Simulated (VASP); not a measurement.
# Rh (C2/c) in VASP: single point with BLYP

Aim: the single point of Rh with BLYP.

Everything below comes from runs of VASP 6.6.1. Logs are shortened: lines on timing, memory, paths and dates and some standing lists are left out, and cuts for length are marked.

## Step 1: The cell of the first run

The typed cell holds 2 atoms: a = 4.349 Å, b = 4.349 Å, c = 2.766 Å, α = 90.01°, β = 90.01°, γ = 143.21°.

## Step 2: Single point, BLYP

Contents of INCAR:

```
SYSTEM = Rh
PREC = Accurate ; ENCUT = 520
EDIFF = 1E-6 ; ISMEAR = -1
SIGMA = 0.1 ; LREAL = .False.
LASPH = .True. ; NELM = 100
ALGO = Normal ; ISIF = 2
LWAVE = .False. ; LCHARG = .False.
GGA = B5 ; ALDAX = 1.0
AGGAX = 1.0 ; AGGAC = 1.0
ALDAC = 0.0 ; NBANDS = 22
```

Contents of KPOINTS:

```
Automatic mesh
0
Gamma
  20 20 19
  0 0 0
```

Contents of POSCAR:

```
Rh
1.0
   -2.7122877415      3.1236444826      1.3410373582
    3.1236444826     -2.7122877415      1.3410373582
    1.9111470824      1.9111470824     -0.5876367333
Rh
2
Direct
    0.0101195011      0.9898804989      0.0000000000
    0.7398804989      0.2601195011      0.5000000000
```

Potentials or basis: VASP PAW PBE potentials, release 64 (Rh_pv).

On the command line:

```
$ cat potpaw_PBE.64/Rh_pv/POTCAR > POTCAR
$ mpirun -np 1 vasp_std > vasp.out
```

OUTCAR:

```text
SYSTEM = Rh
   PREC = Accurate
   ENCUT = 520
   EDIFF = 1E-6
   ISMEAR = -1
   LREAL = .False.
   LASPH = .True.
   NELM = 100
   ISIF = 2
   GGA = B5

 ion  position               nearest neighbor table
   1  0.010  0.990  0.000-   2 2.62   2 2.62   2 2.72   2 2.72   2 2.72   2 2.72
   2  0.740  0.260  0.500-   1 2.62   1 2.62   1 2.72   1 2.72   1 2.72   1 2.72

  LATTYP: Found a base centered monoclinic cell.
 ALAT       =     2.7444404751
 B/A-ratio  =     3.0072630743
 C/A-ratio  =     1.0078245713
 COS(beta)  =    -0.0004952192

  Lattice vectors:

 A1 = (  -2.7122877415,   3.1236444826,   1.3410373582)
 A2 = (   3.1236444826,  -2.7122877415,   1.3410373582)
 A3 = (   1.9111470824,   1.9111470824,  -0.5876367333)

Analysis of symmetry for initial positions (statically):
=====================================================================
 Subroutine PRICEL returns:
 Original cell was already a primitive cell.

 Routine SETGRP: Setting up the symmetry group for a
 base centered monoclinic supercell.

 Subroutine GETGRP returns: Found  4 space group operations
 (whereof  2 operations were pure point group operations)
 out of a pool of  4 trial point group operations.

The static configuration has the point symmetry C_2 .
 The point group associated with its full space group is C_2h.

Analysis of symmetry for dynamics (positions and initial velocities):
=====================================================================
 Subroutine PRICEL returns:
 Original cell was already a primitive cell.

 Routine SETGRP: Setting up the symmetry group for a
 base centered monoclinic supercell.

 Subroutine GETGRP returns: Found  4 space group operations
 (whereof  2 operations were pure point group operations)
 out of a pool of  4 trial point group operations.

The dynamic configuration has the point symmetry C_2 .
 The point group associated with its full space group is C_2h.

 Subroutine INISYM returns: Found  4 space group operations
 (whereof  2 operations are pure point group operations),
 and found     1 'primitive' translations

----------------------------------------------------------------------------------------

                                     Primitive cell

  volume of cell :      31.3248

  direct lattice vectors                    reciprocal lattice vectors
    -2.712287741  3.123644483  1.341037358    -0.030936540  0.140415689  0.356054590
     3.123644483 -2.712287741  1.341037358     0.140415689 -0.030936540  0.356054590
     1.911147082  1.911147082 -0.587636733     0.249840795  0.249840795 -0.076637459

  length of vectors
     4.348797632  4.348797632  2.765914545     0.383990243  0.383990243  0.361544114

  position of ions in fractional coordinates (direct lattice)
     0.010119501  0.989880499  0.000000000
     0.739880499  0.260119501  0.500000000

  ion indices of the primitive-cell ions
   primitive index   ion index
                 1           1
                 2           2

----------------------------------------------------------------------------------------

 KPOINTS: Automatic mesh

Automatic generation of k-mesh.
 Grid dimensions read from file:
 generate k-points for:   20   20   19

 Generating k-lattice:

  Cartesian coordinates                     Fractional coordinates (reciprocal lattice)
    -0.001546827  0.007020784  0.017802730     0.050000000 -0.000000000  0.000000000
     0.007020784 -0.001546827  0.017802730    -0.000000000  0.050000000  0.000000000
     0.013149516  0.013149516 -0.004033550     0.000000000  0.000000000  0.052631579

  Length of vectors
     0.019199512  0.019199512  0.019028638

  Shift w.r.t. Gamma in fractional coordinates (k-lattice)
     0.000000000  0.000000000  0.000000000

 Subroutine IBZKPT returns following result:
 ===========================================

 Found   2001 irreducible k-points:

 Following reciprocal coordinates:
            Coordinates               Weight
  0.000000  0.000000  0.000000      1.000000
  0.050000 -0.000000  0.000000      4.000000
  0.100000 -0.000000  0.000000      4.000000
  0.150000 -0.000000  0.000000      4.000000
  0.200000 -0.000000  0.000000      4.000000
  0.250000 -0.000000 -0.000000      4.000000
[... 16 lines left out ...]
 -0.400000  0.050000  0.000000      4.000000
 -0.350000  0.050000  0.000000      4.000000
 [... further k-points ...]
   k-points           NKPTS =   2001   k-points in BZ     NKDIM =   2001   number of bands    NBANDS=     22
   number of dos      NEDOS =    301   number of ions     NIONS =      2
   total plane-waves  NPLWV =  24576
   dimension x,y,z NGX =    32 NGY =   32 NGZ =   24
   dimension x,y,z NGXF=    64 NGYF=   64 NGZF=   48
   ions per type =               2
   NGX,Y,Z   is equivalent  to a cutoff of  12.23, 12.23, 14.43 a.u.
   NGXF,Y,Z  is equivalent  to a cutoff of  24.47, 24.47, 28.85 a.u.
 SYSTEM =  Rh
   PREC   = accura    normal or accurate (medium, high low for compatibility)
   ISTART =      0    job   : 0-new  1-cont  2-samecut
   ICHARG =      2    charge: 1-file 2-atom 10-const
   ISPIN  =      1    spin polarized calculation?
   LNONCOLLINEAR =      F non collinear calculations
   LSORBIT =      F    spin-orbit coupling
   LASPH  =      T    aspherical Exc in radial PAW
   ENCUT  =  520.0 eV  38.22 Ry    6.18 a.u.   8.09  8.09  5.14*2*pi/ulx,y,z
   NELM   =    100;   NELMIN=  2; NELMDL= -5     # of ELM steps
   EDIFF  = 0.1E-05   stopping-criterion for ELM
   LREAL  =      F    real-space projection
   EDIFFG = 0.1E-04   stopping-criterion for IOM
   NSW    =      0    number of steps for IOM
   IBRION =     -1    ionic relax: 0-MD 1-quasi-New 2-CG
   NFREE  =      0    steps in history (QN), initial steepest desc. (CG)
   ISIF   =      2    stress and relaxation
   ISYM   =      2    0-nonsym 1-usesym 2-fastsym
   POTIM  = 0.5000    time-step for ionic-motion
   TEBEG  =    0.0;   TEEND  =   0.0 temperature during run
   PSTRESS=    0.0 pullay stress
   NELECT =      30.0000    total number of electrons
   NUPDOWN=      -1.0000    fix difference up-down
   EMIN   =  10.00;   EMAX   =-10.00  energy-range for DOS
   EFERMI =   0.00;   METHOD = LEGACY
   ISMEAR =    -1;   SIGMA  =   0.10  broadening in eV -4-tet -1-fermi 0-gaus
   EFERMI_NEDOS =   21; number of points for ismear=-14 and -15
   IALGO  =     38    algorithm
   IMIX   =      4    mixing-type and parameters
     AMIX     =   0.40;   BMIX     =  1.00
     AMIX_MAG =   1.60;   BMIX_MAG =  1.00
  volume/ion in A,a.u.               =      15.66       105.69
  Fermi-wavevector in a.u.,A,eV,Ry     =   1.613687  3.049426 35.429381  2.603986
  Thomas-Fermi vector in A             =   2.708717
   LORBIT       =      0    0 simple, 1 ext, 2 COOP (PROOUT), +10 PAW based schemes
   GGA     = B5    functional components
   LHFCALC =     F    Hartree Fock is set to
   AEXX    =    0.0000 exact exchange contribution
   IVDW    =     0    specifies the selected vdW correction
   LEPSILON=     F    determine dielectric tensor
   LRPA    =     F    only Hartree local field effects (RPA)
 non-spin polarized calculation
  energy-cutoff  :      520.00
  volume of cell :       31.32
 maximum number of plane-waves:       862
   NGX = 17   NGY = 17   NGZ = 11

 number of electron      30.0000002 magnetization

 Free energy of the ion-electron system (eV)
  ---------------------------------------------------
  ext. energy  EPLUGINS =         0.00000000
  ---------------------------------------------------
  free energy    TOTEN  =       -12.09459758 eV

  energy without entropy =      -11.99239460  energy(sigma->0) =      -12.04349609

 E-fermi :  10.2373     XC(G=0): -12.5031

 val. band max:       10.2372121236   @ k =   0.3500   0.1500   0.0000
 cond. band min:      10.2373653726   @ k =   0.3500   0.0500   0.4211
 fundamental gap:      0.0001532490
 Fermi energy:        10.2372834583

 k-point     1 :       0.0000    0.0000    0.0000
  band No.  band energies     occupation
      1     -36.4324      2.00000
      2     -35.9658      2.00000
      3     -35.8421      2.00000
      4     -35.7902      2.00000
      5     -35.7595      2.00000
      6     -35.7363      2.00000
[... 14 lines left out ...]
     21      27.7182      0.00000
     22      27.8427      0.00000

 k-point     2 :       0.0500   -0.0000    0.0000
  band No.  band energies     occupation
      1     -36.4295      2.00000
      2     -35.9640      2.00000
      3     -35.8558      2.00000
      4     -35.7860      2.00000
      5     -35.7673      2.00000
      6     -35.7368      2.00000
[... 14 lines left out ...]
     21      27.0809      0.00000
     22      27.6820      0.00000

 k-point     3 :       0.1000   -0.0000    0.0000
  band No.  band energies     occupation
      1     -36.4209      2.00000
      2     -35.9588      2.00000
      3     -35.8885      2.00000
      4     -35.7896      2.00000
      5     -35.7811      2.00000
      6     -35.7384      2.00000
[... 14 lines left out ...]
     21      25.6513      0.00000
     22      26.6418      0.00000

 k-point     4 :       0.1500   -0.0000    0.0000
  band No.  band energies     occupation
      1     -36.4075      2.00000
      2     -35.9503      2.00000
      3     -35.9322      2.00000
      4     -35.8237      2.00000
      5     -35.7812      2.00000
      6     -35.7410      2.00000
[... 14 lines left out ...]
     21      24.6624      0.00000
     22      25.5518      0.00000

 k-point     5 :       0.2000   -0.0000    0.0000
  band No.  band energies     occupation
      1     -36.3907      2.00000
      2     -35.9827      2.00000
      3     -35.9393      2.00000
      4     -35.8651      2.00000
      5     -35.7868      2.00000
      6     -35.7448      2.00000
[... 14 lines left out ...]
     21      24.5253      0.00000
     22      25.4708      0.00000

 k-point     6 :       0.2500   -0.0000   -0.0000
  band No.  band energies     occupation
      1     -36.3724      2.00000
      2     -36.0363      2.00000
      3     -35.9263      2.00000
      4     -35.9085      2.00000
      5     -35.7970      2.00000
      6     -35.7497      2.00000
[... 14 lines left out ...]
     21      23.5939      0.00000
     22      26.4194      0.00000

 k-point     7 :       0.3000   -0.0000    0.0000
  band No.  band energies     occupation
      1     -36.3551      2.00000
      2     -36.0887      2.00000
      3     -35.9483      2.00000
      4     -35.9124      2.00000
      5     -35.8104      2.00000
      6     -35.7556      2.00000
[... 324 lines left out ...]
      6     -35.7754      2.00000
[... 14 lines left out ...]
     21      24.8441      0.00000
     22      28.0283      0.00000

 k-point    21 :       0.5000    0.0500    0.0000
  band No.  band energies     occupation
      1     -36.3212      2.00000
      2     -36.1989      2.00000
      3     -36.0093      2.00000
      4     -35.8746      2.00000
      5     -35.8550      2.00000
      6     -35.7766      2.00000
[... 14 lines left out ...]
     21      25.0147      0.00000
     22      28.1608      0.00000

 k-point    22 :      -0.4500    0.0500   -0.0000
  band No.  band energies     occupation
      1     -36.3203      2.00000
      2     -36.1792      2.00000
      3     -35.9948      2.00000
      4     -35.8809      2.00000
      5     -35.8504      2.00000
      6     -35.7740      2.00000
[... 14 lines left out ...]
     21      24.7535      0.00000
     22      27.9911      0.00000

 k-point    23 :      -0.4000    0.0500    0.0000
  band No.  band energies     occupation
      1     -36.3258      2.00000
      2     -36.1447      2.00000
      3     -35.9719      2.00000
      4     -35.8919      2.00000
      5     -35.8400      2.00000
      6     -35.7688      2.00000
[... 14 lines left out ...]
     21      24.1402      0.00000
     22      28.1931      0.00000

 k-point    24 :      -0.3500    0.0500    0.0000
  band No.  band energies     occupation
      1     -36.3380      2.00000
      2     -36.0990      2.00000
      3     -35.9398      2.00000
      4     -35.9054      2.00000
      5     -35.8266      2.00000
      6     -35.7627      2.00000
[... 14 lines left out ...]
     21      23.5340      0.00000
     22      27.7417      0.00000

 [... further k-points ...]

------------------------ aborting loop because EDIFF is reached ----------------------------------------

  FORCE on cell =-STRESS in cart. coord.  units (eV):
  Direction    XX          YY          ZZ          XY          YZ          ZX
  --------------------------------------------------------------------------------------
  -------------------------------------------------------------------------------------
  Total        0.0800942      0.0800942      0.0675100     -0.0946789      0.0163012      0.0163012
  in kB        4.0966011      4.0966011      3.4529535     -4.8425693      0.8337651      0.8337627
  external PRESSURE =       3.8820519 kB  Pullay stress =       0.0000000 kB

 VOLUME and BASIS-vectors are now :
 -----------------------------------------------------------------------------
  energy-cutoff  :      520.00
  volume of cell :       31.32
      direct lattice vectors                 reciprocal lattice vectors
    -2.712287741  3.123644483  1.341037358    -0.030936540  0.140415689  0.356054590
     3.123644483 -2.712287741  1.341037358     0.140415689 -0.030936540  0.356054590
     1.911147082  1.911147082 -0.587636733     0.249840795  0.249840795 -0.076637459

 POSITION                                       TOTAL-FORCE (eV/Angst)
 -----------------------------------------------------------------------------------
      3.06459     -2.65323      1.34104         0.010014     -0.010014     -0.000000
     -0.23867      2.56118      1.04722        -0.010014      0.010014      0.000000
 -----------------------------------------------------------------------------------
    total drift:                               -0.000000     -0.000000      0.000000

  FREE ENERGIE OF THE ION-ELECTRON SYSTEM (eV)
  ---------------------------------------------------
  free  energy   TOTEN  =       -12.0945975779 eV

  energy  without entropy=      -11.9923946020  energy(sigma->0) =      -12.04349609
```

Wall time 17 min (1 thread of Oxide Virtual Turin-like, shared host); peak memory 1 GiB.

What came out:

```yaml
Free_energy: -12.0946 eV
Pressure: 0.4 GPa
Largest_force: 0.014 eV/Å
Band_gap_on_the_k_mesh: zero (bands 15 and 16 overlap by 1.81 eV)
```

Forces in eV/Å, atoms in the order of the input:
```
Rh   0.010 -0.010  0.000
Rh  -0.010  0.010  0.000
```

Caveat: the PAW data sets were made with another functional, which shifts forces and pressure a little.
